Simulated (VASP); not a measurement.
Write the native input for VASP 6.6.1 that does the following.

```
Task                   : single point
Functional             : PBEsol
Potentials or basis    : VASP PAW PBE potentials, release 64 (Sc_sv, Si)
Cutoff                 : 520 eV
k mesh                 : 13 × 13 × 11
Occupations            : fermi-dirac, width 0.05 eV
Spin                   : no spin polarisation
Dipole correction      : no
Further INCAR settings : ALGO = Normal; EDIFF = 1e-06; NBANDS = 16
```

The structure of ScSi2 lies in POSCAR:

```
ScSi2
1.0
    3.6233987235      0.0000000000      0.0000000000
   -1.8116993618      3.1379553426      0.0000000000
    0.0000000000      0.0000000000      3.8700000000
Sc Si
1 2
Direct
    0.0000000000      0.0000000000      0.0000000000
    0.3333333333      0.6666666667      0.5000000000
    0.6666666667      0.3333333333      0.5000000000
```

This cell differs from its parent crystal: equal xx and yy strain of -1 %.

The input as run:

INCAR

```
PREC = Accurate ; ENCUT = 520
EDIFF = 1E-6 ; ISMEAR = -1
SIGMA = 0.05 ; LREAL = False
LASPH = True ; NELM = 80
ALGO = Normal ; ISIF = 2
LWAVE = False ; LCHARG = False
GGA = PS ; NBANDS = 16
```

KPOINTS

```
regular mesh
0
Gamma
  13 13 11
```

Potentials or basis: VASP PAW PBE potentials, release 64 (Sc_sv, Si).

Run with:

```console
$ cat potpaw_PBE.64/Sc_sv/POTCAR potpaw_PBE.64/Si/POTCAR > POTCAR
$ mpirun -np 1 vasp_std > vasp.out
```

It gave:

```
Pressure               : 26.9 GPa
Band gap on the k mesh : zero (an odd number of electrons rules out a gap without spin polarisation)
```

Caveat: the cell differs from its parent crystal (equal xx and yy strain of -1 %); the stress differs along the axes, from -1 to 41 GPa; the PAW data sets were made with another functional, which shifts forces and pressure a little; an odd number of electrons without spin polarisation forces a metal; a magnetic or distorted state may lie lower.

Wall time 2 min on 1 thread of Intel Xeon 8259CL (shared host), peak memory 0.22 GiB.
